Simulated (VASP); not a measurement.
Ba, 1 atom in the cell. The structure is cubic, space group Fm-3m (No. 225). The conventional cell has a = 6.358 Å, b = 6.358 Å, c = 6.358 Å, α = 90.00°, β = 90.00°, γ = 90.00°. Within 5.9 Å of Ba (site symmetry m-3m) lie 12 Ba at 4.50 Å. This isn't the form of Ba at room conditions, which is bcc.

- Program: VASP 6.6.1
- Task: single point
- Functional: PBE
- Potentials or basis: VASP PAW PBE potentials, release 64 (Ba_sv)
- Cutoff: 500 eV
- k mesh: 10 × 10 × 10
- Occupations: fermi-dirac, width 0.1 eV
- Spin: no spin polarisation
- Dipole correction: no
- Further INCAR settings: ALGO = Normal; EDIFF = 1e-06; NBANDS = 11

Potentials or basis: VASP PAW PBE potentials, release 64 (Ba_sv).

Launch:

```sh
$ cat potpaw_PBE.64/Ba_sv/POTCAR > POTCAR
$ mpirun -np 1 vasp_std > vasp.out
```

Hardware: 1 thread of Intel Xeon 8259CL, with other jobs on the host.

Task: Estimate the wall time of this run.

Result: Run time: 48 s on 1 thread of Intel Xeon 8259CL, with other jobs on the host, peak memory 0.21 GiB. Counts: scf iterations 10, k points 47.
